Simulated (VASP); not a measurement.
Here is a VASP 6.6.1 calculation.

Contents of INCAR:

```
  PREC = Accurate
  ENCUT = 500
  EDIFF = 1E-6
  ISMEAR = -1
  SIGMA = 0.03
  LREAL = False
  LASPH = True
  NELM = 120
  ALGO = Normal
  ISIF = 2
  LWAVE = False
  LCHARG = False
  GGA = PE
  NBANDS = 15
  GGA_COMPAT = False
```

KPOINTS

```
regular mesh
0
Gamma
  7 7 7
```

The input POSCAR:

```
CsBr
1.0
    3.6483710781      0.0000000000      0.0000000000
    0.0000000000      3.6483710781      0.0000000000
    0.0000000000      0.0000000000      3.6483710781
Cs Br
1 1
Direct
    0.0000000000      0.0000000000      0.0000000000
    0.5000000000      0.5000000000      0.5000000000
```

Potentials or basis: VASP PAW PBE potentials, release 64 (Cs_sv, Br).

Run with:

```console
$ cat potpaw_PBE.64/Cs_sv/POTCAR potpaw_PBE.64/Br/POTCAR > POTCAR
$ mpirun -np 1 vasp_std > vasp.out
```

Q: Estimate the band gap on the k mesh.

A: 3.33 eV, direct.

Q: What does it give for the pressure?

A: 28.1 GPa.

Caveat: spin-orbit coupling is left out, which moves the levels of the heavy elements. A k mesh can miss the band edges.
